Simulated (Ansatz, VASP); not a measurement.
## One calculation of MgW, two programs

```
CELL_PARAMETERS angstrom
2.73655 -2.73657 0.00000
2.73655 2.73657 0.00000
0.00000 0.00000 2.56241
ATOMIC_POSITIONS crystal
Mg 0.50000 0.50000 0.00000
W 0.00000 0.00000 0.00000
```

Alike in both runs: functional PBE; k mesh 4 × 4 × 6; occupations gaussian, width 0.1 eV; no spin polarisation.

Ansatz relaxed the structure, and its values are those at the end. VASP's run is a single point on that final structure, the one shown.

|  | VASP | Ansatz |
| --- | --- | --- |
| version | VASP 6.6.1 | Ansatz 0.2.0 |
| potentials or method | VASP PAW PBE potentials, release 64 (Mg, W_sv), cutoff 520 eV | scalar-relativistic, plane waves, PAW |
| valence electrons in the cell | 16 | 24 |

|  | VASP | Ansatz | Ansatz less VASP |
| --- | --- | --- | --- |
| gap on the k mesh at the Fermi level (eV) | none | none | - |
| pressure (GPa) | 0.1 | 0.0 | -0.13 |

A gap of «none» marks a metal or a gap that the smearing closes. VASP's potentials hold 16 valence electrons a cell and Ansatz's 24, so a difference there can come from the potentials and not from the codes.

The k mesh is coarse, so the values compare programs but aren't converged. Neither program's run includes spin-orbit coupling.
